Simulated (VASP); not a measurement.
Crystal: Ta3AsAu2O13.

```xyz
19
Lattice="6.8007 -1.9216 -0.0262 6.8007 1.9216 -0.0262 -1.7223 0.0000 10.3729" Properties=species:S:1:pos:R:3 pbc="T T T"
Ta    2.9718    0.0000    6.5236
Ta    4.8678    0.0000    0.0213
Ta    7.0062    0.0000   10.3228
As    8.9252    0.0000    3.7233
Au    7.0966    0.0000    6.5221
Au    4.8091    0.0000    3.7731
O     3.2720    0.0000    8.3381
O     4.7052    0.0000    5.7491
O     9.6078    0.0000    6.1194
O     8.6255    0.0000    2.0474
O     7.2888    0.0000    4.4798
O     2.2695    0.0000    4.2576
O     6.9552    0.0000    8.4957
O     0.8547    0.0000    6.6412
O     4.9002    0.0000    1.8415
O    10.8759    0.0000    3.6718
O     6.8030    0.0000    0.0005
O     9.3446    0.0000   10.2506
O     2.5337    0.0000    0.0790
```

```yaml
Program: VASP 6.6.1
Task: relaxation of cell and atoms
Functional: LDA
Potentials_or_basis: VASP PAW LDA potentials, release 64 (Ta_pv, As, Au, O)
Cutoff: 600 eV
k_mesh: 7 × 7 × 3
Occupations: fermi-dirac, width 0.05 eV
Spin: no spin polarisation
```

At the start: pressure -8.8 GPa; volume 14.26 Å³/atom.

**Question.** How do energy, volume and symmetry change on relaxing?

**Answer.** Over 41 steps the energy falls by 24.2 meV/atom and the volume is 13.44 Å³/atom (-5.8 %); space group Cm (No. 8, to 0.1 Å) before and after.

The path:
```csv
step,energy change (eV),largest force (eV/Å),pressure (GPa),volume (Å³)
1,0.0000,0.3617,-8.80,270.94
3,-0.3611,0.7576,-0.19,258.87
5,-0.3952,0.3831,-0.17,257.72
7,-0.4251,0.4469,0.33,255.83
9,-0.4350,0.3129,0.03,255.72
11,-0.4404,0.2224,-0.06,255.75
13,-0.4461,0.1576,-0.05,255.63
15,-0.4497,0.1704,0.04,255.42
17,-0.4540,0.2010,0.05,255.32
19,-0.4561,0.1510,0.01,255.35
21,-0.4580,0.1044,-0.05,255.39
23,-0.4587,0.0893,0.06,255.31
25,-0.4591,0.0695,-0.03,255.39
27,-0.4593,0.0333,-0.01,255.38
29,-0.4594,0.0284,0.00,255.35
31,-0.4595,0.0361,0.00,255.33
33,-0.4596,0.0247,0.00,255.32
35,-0.4597,0.0178,0.01,255.32
37,-0.4597,0.0260,-0.01,255.35
39,-0.4598,0.0117,-0.01,255.34
41,-0.4598,0.0098,0.00,255.33
```

Final structure:
```xyz
19
Lattice="6.6481 -1.8916 -0.0583 6.6481 1.8916 -0.0583 -1.7335 0.0000 10.1672" Properties=species:S:1:pos:R:3 pbc="T T T"
Ta    2.8363    0.0000    6.3433
Ta    4.7365    0.0000    0.0068
Ta    8.5466    0.0000   -0.0584
As    8.7365    0.0000    3.6575
Au    6.8799    0.0000    6.3550
Au    4.7234    0.0000    3.7015
O     3.1109    0.0000    8.1470
O     4.5820    0.0000    5.6464
O     9.3390    0.0000    5.7913
O     8.4626    0.0000    1.9754
O     7.0809    0.0000    4.3450
O     2.2117    0.0000    4.1594
O     6.7540    0.0000    8.2839
O     0.7672    0.0000    6.4726
O     4.8012    0.0000    1.8135
O    10.6610    0.0000    3.5405
O     6.6450    0.0000   -0.0306
O     9.0689    0.0000    9.9995
O     2.5020    0.0000    0.0798
```
